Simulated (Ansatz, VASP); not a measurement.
**Two plane-wave programs on BN**

```
B N
1.0
     0.00000    1.97851    1.64931
     1.64931    0.00000    1.64931
     1.64931    1.97851    0.00000
B N
1 1
Direct
  0.00000 0.00000 0.00000
  0.75000 0.75000 0.75000
```

Alike in both runs: task single point; functional PBE; k mesh 12 × 12 × 12; occupations gaussian, width 0.05 eV; no spin polarisation.

```csv
,VASP,Ansatz
version,VASP 6.6.1,Ansatz 0.2.0
potentials or method,"VASP PAW PBE potentials, release 64 (B, N), cutoff 520 eV","scalar-relativistic, plane waves, PAW"
valence electrons in the cell,8,8
```

|  | VASP | Ansatz | Ansatz less VASP |
| --- | --- | --- | --- |
| gap on the k mesh at the Fermi level (eV) | 2.75 | 2.76 | +0.016 |
| least direct gap on the mesh (eV) | 7.39 | 7.40 | +0.009 |

With one functional, cell and mesh, what is left measures potentials, basis and numerics.
